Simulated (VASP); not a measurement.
A run of VASP 6.6.1:

The input INCAR:

```
ALGO = Normal ; EDIFF = 1E-6
ENCUT = 520 ; ISIF = 2
ISMEAR = -1 ; LASPH = T
LCHARG = F ; LREAL = F
LWAVE = F ; NBANDS = 15
NELM = 60 ; PREC = Accurate
SIGMA = 0.15
```

Contents of KPOINTS:

```
k-points
0
Gamma
  6 6 6
```

Contents of POSCAR:

```
LaH3
1.0
    0.0000000000      2.7336209361      2.7336209361
    2.7336209361      0.0000000000      2.7336209361
    2.7336209361      2.7336209361      0.0000000000
La H
1 3
Direct
    0.0000000000      0.0000000000      0.0000000000
    0.5000000000      0.5000000000      0.5000000000
    0.7500000000      0.7500000000      0.7500000000
    0.2500000000      0.2500000000      0.2500000000
```

Potentials or basis: VASP PAW LDA potentials, release 64 (La, H).

Command:

```sh
$ cat potpaw_LDA.64/La/POTCAR potpaw_LDA.64/H/POTCAR > POTCAR
$ mpirun -np 1 vasp_std > vasp.out
```

Hardware: 1 thread of Intel(R) Xeon(R) Platinum 8375C CPU @ 2.90GHz (Ice Lake) (shared host).

Problem. Estimate the wall time of this run.

Solution. Run time: 11 s on 1 thread of Intel(R) Xeon(R) Platinum 8375C CPU @ 2.90GHz (Ice Lake), on a shared host, peak memory 0.16 GiB. Counts: scf iterations 13, k points 16.
